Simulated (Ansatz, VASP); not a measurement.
## Pd in VASP and in Ansatz

```
Pd
1.0
     0.00000    1.92114    1.92114
     1.92114    0.00000    1.92114
     1.92114    1.92114    0.00000
Pd
1
Direct
  0.00000 0.00000 0.00000
```

Alike in both runs: task relaxation of cell and atoms; functional LDA; k mesh 17 × 17 × 17; occupations fermi-dirac, width 0.1 eV; no spin polarisation.

```csv
,VASP,Ansatz
version,VASP 6.6.1,Ansatz 0.2.0
potentials or method,"VASP PAW LDA potentials, release 64 (Pd)","PAW with Ansatz's default frozen-core files, scalar-relativistic"
plane-wave cutoff (eV),600,420
valence electrons in the cell,10,18
```

VASP gave:

```
relaxed volume (Å³/atom)                                     : 14.19
relaxed cell length with the largest relative difference (Å) : 2.717
```

Q: Which values does Ansatz return?

A: Relaxed volume (Å³/atom): 14.17; relaxed cell length with the largest relative difference (Å): 2.716.

LDA's correlation is that of Perdew and Zunger in VASP and of Perdew and Wang (1992) in Ansatz. VASP's potentials hold 10 valence electrons a cell and Ansatz's 18, so a difference there can come from the potentials and not from the codes.
